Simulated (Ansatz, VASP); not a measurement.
# Two plane-wave programs on GeCl3

File INCAR:

```
  ALGO = Fast
  EDIFF = 1E-6
  EDIFFG = -0.04
  ENCUT = 600
  GGA = PE
  IBRION = 2
  ISIF = 3
  ISMEAR = 0
  LASPH = True
  LCHARG = False
  LREAL = False
  LWAVE = False
  NELM = 80
  NSW = 90
  PREC = Accurate
  SIGMA = 0.1
```

Contents of KPOINTS:

```
k-points
0
Gamma
  4 4 4
```

File POSCAR:

```
GeCl3
1.0
    5.0401473900      0.0000000000      0.0000000000
    0.0000000000      5.0401473900      0.0000000000
    0.0000000000      0.0000000000      4.8289966900
Ge Cl
1 3
Direct
    0.5000000000      0.5000000000      0.0000000000
    0.0000000000      0.5000000000      0.0000000000
    0.5000000000      0.0000000000      0.0000000000
    0.0000000000      0.0000000000      0.0000000000
```

Input for Ansatz:

```yaml
crystal:
  lattice:
    - [5.04014739, 0.0, 0.0]
    - [0.0, 5.04014739, 0.0]
    - [0.0, 0.0, 4.82899669]
  atoms:
    - { symbol: Ge, position: [0.5, 0.5, 0.0] }
    - { symbol: Cl, position: [0.0, 0.5, 0.0] }
    - { symbol: Cl, position: [0.5, 0.0, 0.0] }
    - { symbol: Cl, position: [0.0, 0.0, 0.0] }
basis:
  ecutwfc: 420
kpoints:
  mp_grid: { grid: [4, 4, 4] }
hamiltonian:
  xc: pbe
scf:
  occupations: { method: gaussian, width: 0.1 }
  lower_state_search: "off"
output:
  forces: true
  stress: true
  eigenvalues: true
relax:
  adjacent_minimum: "off"
  f_tol: 0.04
  max_steps: 70
  cell: { stress_tol: 0.4 }
```

Alike in both runs: task relaxation of cell and atoms; functional PBE; k mesh 4 × 4 × 4; occupations gaussian, width 0.1 eV; no spin polarisation.

|  | VASP | Ansatz |
| --- | --- | --- |
| version | VASP 6.6.1 | Ansatz 0.2.0 |
| potentials or method | VASP PAW PBE potentials, release 64 (Ge_d, Cl), cutoff 600 eV | scalar-relativistic, plane waves, PAW |
| valence electrons in the cell | 35 | 35 |

|  | VASP | Ansatz | Ansatz less VASP |
| --- | --- | --- | --- |
| gap on the k mesh at the Fermi level, each at its own relaxed structure (eV) | none | none | - |
| relaxed volume (Å³/atom) | 35.72 | 25.97 | -9.750 |
| relaxed length of the cell vector where the two differ most in proportion (Å) | 4.820 | 3.508 | -1.3119 |

A gap of «none» marks a metal or a gap that the smearing closes. One of these differences is far larger than is usual between the two programs; its cause wasn't traced.

Noted on VASP's run: the volume moved by over 15 % at a fixed basis, so the end points are rough.
